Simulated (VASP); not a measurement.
# GaAs (F-43m) in VASP: notebook

Runs on GaAs. Level: LDA. Tasks: single point, relaxation of cell and atoms.

Everything below comes from runs of VASP 6.6.1. Logs are shortened: lines on timing, memory, paths and dates and some standing lists are left out, and cuts for length are marked.

## 1. The cell of the first run

It takes space group F-43m (No. 216, cubic). Conventional cell: a = 5.603 Å, b = 5.603 Å, c = 5.603 Å, α = 90.00°, β = 90.00°, γ = 90.00°. Ga (site symmetry -43m) has 4 As at 2.43 Å within 3.2 Å. Within 3.2 Å of As (site symmetry -43m) lie 4 Ga at 2.43 Å.

## 2. Single point, LDA

Contents of INCAR:

```
ALGO = Normal
EDIFF = 1E-7
ENCUT = 520
GGA = CA
ISIF = 2
ISMEAR = 0
LASPH = True
LCHARG = True
LELF = True
LREAL = False
LVHAR = True
LWAVE = False
NBANDS = 16
NELM = 100
PREC = Accurate
SIGMA = 0.1
```

Contents of KPOINTS:

```
k-points
0
Gamma
  10 10 10
```

Contents of POSCAR:

```
GaAs
1.0
    0.0000000000      2.8015691422      2.8015691422
    2.8015691422      0.0000000000      2.8015691422
    2.8015691422      2.8015691422      0.0000000000
Ga As
1 1
Direct
    0.0000000000      0.0000000000      0.0000000000
    0.7500000000      0.7500000000      0.7500000000
```

Potentials or basis: VASP PAW LDA potentials, release 64 (Ga_d, As).

Started as:

```bash
$ cat potpaw_LDA.64/Ga_d/POTCAR potpaw_LDA.64/As/POTCAR > POTCAR
$ mpirun -np 1 vasp_std > vasp.out
```

OUTCAR:

```text
EDIFF = 1E-7
   ENCUT = 520
   GGA = CA
   ISIF = 2
   ISMEAR = 0
   LASPH = True
   LREAL = False
   NELM = 100
   PREC = Accurate

 ion  position               nearest neighbor table
   1  0.000  0.000  0.000-   2 2.43   2 2.43   2 2.43   2 2.43
   2  0.750  0.750  0.750-   1 2.43   1 2.43   1 2.43   1 2.43

  LATTYP: Found a face centered cubic cell.
 ALAT       =     5.6031382844

  Lattice vectors:

 A1 = (   0.0000000000,   2.8015691422,   2.8015691422)
 A2 = (   2.8015691422,   0.0000000000,   2.8015691422)
 A3 = (   2.8015691422,   2.8015691422,   0.0000000000)

Analysis of symmetry for initial positions (statically):
=====================================================================
 Subroutine PRICEL returns:
 Original cell was already a primitive cell.

 Routine SETGRP: Setting up the symmetry group for a
 face centered cubic supercell.

 Subroutine GETGRP returns: Found 24 space group operations
 (whereof 24 operations were pure point group operations)
 out of a pool of 48 trial point group operations.

The static configuration has the point symmetry T_d .

Analysis of symmetry for dynamics (positions and initial velocities):
=====================================================================
 Subroutine PRICEL returns:
 Original cell was already a primitive cell.

 Routine SETGRP: Setting up the symmetry group for a
 face centered cubic supercell.

 Subroutine GETGRP returns: Found 24 space group operations
 (whereof 24 operations were pure point group operations)
 out of a pool of 48 trial point group operations.

The dynamic configuration has the point symmetry T_d .

 Subroutine INISYM returns: Found 24 space group operations
 (whereof 24 operations are pure point group operations),
 and found     1 'primitive' translations

----------------------------------------------------------------------------------------

                                     Primitive cell

  volume of cell :      43.9779

  direct lattice vectors                    reciprocal lattice vectors
     0.000000000  2.801569142  2.801569142    -0.178471412  0.178471412  0.178471412
     2.801569142  0.000000000  2.801569142     0.178471412 -0.178471412  0.178471412
     2.801569142  2.801569142  0.000000000     0.178471412  0.178471412 -0.178471412

  length of vectors
     3.962017077  3.962017077  3.962017077     0.309121553  0.309121553  0.309121553

  position of ions in fractional coordinates (direct lattice)
     0.000000000  0.000000000  0.000000000
     0.750000000  0.750000000  0.750000000

  ion indices of the primitive-cell ions
   primitive index   ion index
                 1           1
                 2           2

----------------------------------------------------------------------------------------

 KPOINTS: k-points

Automatic generation of k-mesh.
 Grid dimensions read from file:
 generate k-points for:   10   10   10

 Generating k-lattice:

  Cartesian coordinates                     Fractional coordinates (reciprocal lattice)
    -0.017847141  0.017847141  0.017847141     0.100000000  0.000000000  0.000000000
     0.017847141 -0.017847141  0.017847141     0.000000000  0.100000000  0.000000000
     0.017847141  0.017847141 -0.017847141     0.000000000  0.000000000  0.100000000

  Length of vectors
     0.030912155  0.030912155  0.030912155

  Shift w.r.t. Gamma in fractional coordinates (k-lattice)
     0.000000000  0.000000000  0.000000000

 Subroutine IBZKPT returns following result:
 ===========================================

 Found     47 irreducible k-points:

 Following reciprocal coordinates:
            Coordinates               Weight
  0.000000  0.000000  0.000000      1.000000
  0.100000  0.000000  0.000000      8.000000
  0.200000  0.000000  0.000000      8.000000
  0.300000  0.000000  0.000000      8.000000
  0.400000  0.000000  0.000000      8.000000
  0.500000  0.000000  0.000000      4.000000
[... 16 lines left out ...]
  0.300000  0.300000  0.000000      6.000000
  0.400000  0.300000  0.000000     24.000000
 [... further k-points ...]
   k-points           NKPTS =     47   k-points in BZ     NKDIM =     47   number of bands    NBANDS=     16
   number of dos      NEDOS =    301   number of ions     NIONS =      2
   total plane-waves  NPLWV =  27000
   dimension x,y,z NGX =    30 NGY =   30 NGZ =   30
   dimension x,y,z NGXF=    60 NGYF=   60 NGZF=   60
   ions per type =               1   1
   NGX,Y,Z   is equivalent  to a cutoff of  12.59, 12.59, 12.59 a.u.
   NGXF,Y,Z  is equivalent  to a cutoff of  25.18, 25.18, 25.18 a.u.
 SYSTEM =  unknown system
   PREC   = accura    normal or accurate (medium, high low for compatibility)
   ISTART =      0    job   : 0-new  1-cont  2-samecut
   ICHARG =      2    charge: 1-file 2-atom 10-const
   ISPIN  =      1    spin polarized calculation?
   LNONCOLLINEAR =      F non collinear calculations
   LSORBIT =      F    spin-orbit coupling
   LASPH  =      T    aspherical Exc in radial PAW
   ENCUT  =  520.0 eV  38.22 Ry    6.18 a.u.   7.37  7.37  7.37*2*pi/ulx,y,z
   NELM   =    100;   NELMIN=  2; NELMDL= -5     # of ELM steps
   EDIFF  = 0.1E-06   stopping-criterion for ELM
   LREAL  =      F    real-space projection
   EDIFFG = 0.1E-05   stopping-criterion for IOM
   NSW    =      0    number of steps for IOM
   IBRION =     -1    ionic relax: 0-MD 1-quasi-New 2-CG
   NFREE  =      0    steps in history (QN), initial steepest desc. (CG)
   ISIF   =      2    stress and relaxation
   ISYM   =      2    0-nonsym 1-usesym 2-fastsym
   POTIM  = 0.5000    time-step for ionic-motion
   TEBEG  =    0.0;   TEEND  =   0.0 temperature during run
   PSTRESS=    0.0 pullay stress
   NELECT =      18.0000    total number of electrons
   NUPDOWN=      -1.0000    fix difference up-down
   EMIN   =  10.00;   EMAX   =-10.00  energy-range for DOS
   EFERMI =   0.00;   METHOD = LEGACY
   ISMEAR =     0;   SIGMA  =   0.10  broadening in eV -4-tet -1-fermi 0-gaus
   EFERMI_NEDOS =   21; number of points for ismear=-14 and -15
   IALGO  =     38    algorithm
   IMIX   =      4    mixing-type and parameters
     AMIX     =   0.40;   BMIX     =  1.00
     AMIX_MAG =   1.60;   BMIX_MAG =  1.00
  volume/ion in A,a.u.               =      21.99       148.39
  Fermi-wavevector in a.u.,A,eV,Ry     =   1.215498  2.296959 20.101736  1.477436
  Thomas-Fermi vector in A             =   2.350883
   LORBIT       =      0    0 simple, 1 ext, 2 COOP (PROOUT), +10 PAW based schemes
   GGA     = CA    functional components
   LHFCALC =     F    Hartree Fock is set to
   AEXX    =    0.0000 exact exchange contribution
   IVDW    =     0    specifies the selected vdW correction
   LEPSILON=     F    determine dielectric tensor
   LRPA    =     F    only Hartree local field effects (RPA)
 non-spin polarized calculation
 Gauss-broadening in eV      SIGMA  =   0.10
  energy-cutoff  :      520.00
  volume of cell :       43.98
 maximum number of plane-waves:      1243
 NGX is ok and might be reduce to    30
   NGX = 15   NGY = 15   NGZ = 15

 number of electron      18.0000013 magnetization

 Free energy of the ion-electron system (eV)
  ---------------------------------------------------
  ext. energy  EPLUGINS =         0.00000000
  ---------------------------------------------------
  free energy    TOTEN  =        -9.64101186 eV

  energy without entropy =       -9.64101171  energy(sigma->0) =       -9.64101178

 E-fermi :   4.3392     XC(G=0): -10.0317

 val. band max:        4.0614260190   @ k =   0.0000   0.0000   0.0000
 cond. band min:       4.5976280662   @ k =   0.0000   0.0000   0.0000
 fundamental gap:      0.5362020472
 Fermi energy:         4.3391693829

 k-point     1 :       0.0000    0.0000    0.0000
  band No.  band energies     occupation
      1     -10.9175      2.00000
      2     -10.9175      2.00000
      3     -10.9175      2.00000
      4     -10.8326      2.00000
      5     -10.8326      2.00000
      6      -8.8994      2.00000
[... 8 lines left out ...]
     15      14.3004      0.00000
     16      14.3004      0.00000

 k-point     2 :       0.1000    0.0000    0.0000
  band No.  band energies     occupation
      1     -10.9272      2.00000
      2     -10.9149      2.00000
      3     -10.9149      2.00000
      4     -10.8327      2.00000
      5     -10.8327      2.00000
      6      -8.7774      2.00000
[... 8 lines left out ...]
     15      13.5584      0.00000
     16      13.5584      0.00000

 k-point     3 :       0.2000    0.0000    0.0000
  band No.  band energies     occupation
      1     -10.9507      2.00000
      2     -10.9088      2.00000
      3     -10.9088      2.00000
      4     -10.8327      2.00000
      5     -10.8327      2.00000
      6      -8.4266      2.00000
[... 8 lines left out ...]
     15      13.0414      0.00000
     16      13.0414      0.00000

 k-point     4 :       0.3000    0.0000    0.0000
  band No.  band energies     occupation
      1     -10.9768      2.00000
      2     -10.9022      2.00000
      3     -10.9022      2.00000
      4     -10.8316      2.00000
      5     -10.8316      2.00000
      6      -7.8996      2.00000
[... 8 lines left out ...]
     15      13.4285      0.00000
     16      13.4285      0.00000
[... 324 lines left out ...]
 k-point    22 :      -0.2000    0.2000    0.0000
  band No.  band energies     occupation
      1     -10.9838      2.00000
      2     -10.8984      2.00000
      3     -10.8967      2.00000
      4     -10.8360      2.00000
      5     -10.8306      2.00000
      6      -7.7187      2.00000
[... 8 lines left out ...]
     15      14.6485      0.00000
     16      15.4465      0.00000

 k-point    23 :       0.3000    0.3000    0.0000
  band No.  band energies     occupation
      1     -11.0027      2.00000
      2     -10.8833      2.00000
      3     -10.8833      2.00000
      4     -10.8501      2.00000
      5     -10.8236      2.00000
      6      -7.5525      2.00000
[... 8 lines left out ...]
     15      15.7571      0.00000
     16      16.5171      0.00000

 k-point    24 :       0.4000    0.3000    0.0000
  band No.  band energies     occupation
      1     -11.0156      2.00000
      2     -10.8785      2.00000
      3     -10.8768      2.00000
      4     -10.8523      2.00000
      5     -10.8223      2.00000
      6      -7.0917      2.00000
[... 8 lines left out ...]
     15      16.4683      0.00000
     16      16.9350      0.00000

 [... further k-points ...]

------------------------ aborting loop because EDIFF is reached ----------------------------------------

  FORCE on cell =-STRESS in cart. coord.  units (eV):
  Direction    XX          YY          ZZ          XY          YZ          ZX
  --------------------------------------------------------------------------------------
  -------------------------------------------------------------------------------------
  Total        0.0866748      0.0866748      0.0866748     -0.0000000      0.0000000      0.0000000
  in kB        3.1576897      3.1576897      3.1576897     -0.0000000      0.0000000      0.0000000
  external PRESSURE =       3.1576897 kB  Pullay stress =       0.0000000 kB

 VOLUME and BASIS-vectors are now :
 -----------------------------------------------------------------------------
  energy-cutoff  :      520.00
  volume of cell :       43.98
      direct lattice vectors                 reciprocal lattice vectors
     0.000000000  2.801569142  2.801569142    -0.178471412  0.178471412  0.178471412
     2.801569142  0.000000000  2.801569142     0.178471412 -0.178471412  0.178471412
     2.801569142  2.801569142  0.000000000     0.178471412  0.178471412 -0.178471412

 POSITION                                       TOTAL-FORCE (eV/Angst)
 -----------------------------------------------------------------------------------
      0.00000      0.00000      0.00000        -0.000000     -0.000000     -0.000000
      4.20235      4.20235      4.20235         0.000000      0.000000      0.000000
 -----------------------------------------------------------------------------------
    total drift:                                0.000001      0.000001      0.000000

  FREE ENERGIE OF THE ION-ELECTRON SYSTEM (eV)
  ---------------------------------------------------
  free  energy   TOTEN  =        -9.6410118554 eV

  energy  without entropy=       -9.6410117090  energy(sigma->0) =       -9.64101178
```

Run time: 32 s. Hardware: 1 thread of Intel Xeon Platinum 8488C (Sapphire Rapids), shared host; peak memory 0.17 GiB.

Results:

```yaml
Free_energy: -9.6410 eV
Pressure: 0.3 GPa
Band_gap_on_the_k_mesh: 0.54 eV
```

A k mesh can miss the band edges.

## 3. Single point, LDA

Contents of INCAR:

```
PREC = Accurate
ENCUT = 520
EDIFF = 1E-6
ISMEAR = 0
SIGMA = 0.01
LREAL = F
LASPH = T
NELM = 60
ALGO = Normal
ISIF = 2
LWAVE = F
LCHARG = F
NBANDS = 16
```

Contents of KPOINTS:

```
regular mesh
0
Gamma
  12 12 12
```

POSCAR is that of step 2.

Potentials or basis: VASP PAW LDA potentials, release 64 (Ga_d, As).

Started as:

```bash
$ cat potpaw_LDA.64/Ga_d/POTCAR potpaw_LDA.64/As/POTCAR > POTCAR
$ mpirun -np 1 vasp_std > vasp.out
```

Wall time 38 s (1 thread of Intel Xeon Platinum 8488C (Sapphire Rapids), shared host); peak memory 0.18 GiB.

It converged, with:

* Free energy: -9.6420 eV
* Pressure: 0.3 GPa
* Band gap on the k mesh: 0.54 eV

Levels at points of the mesh, in eV from the valence-band top:
```
           k point  band 6  band 7  band 8  band 9  band 10  band 11  band 12  band 13
(0.00, 0.00, 0.00)  -12.96    0.00    0.00    0.00     0.54     3.68     3.68     3.68
(0.50, 0.00, 0.00)  -11.11   -6.84   -1.19   -1.19     0.94     4.59     4.59     7.59
(0.50, 0.50, 0.00)  -10.34   -7.00   -2.79   -2.79     1.29     1.54    10.26    10.26
```

A k mesh can miss the band edges.

(Continued in part 2 of 2.)
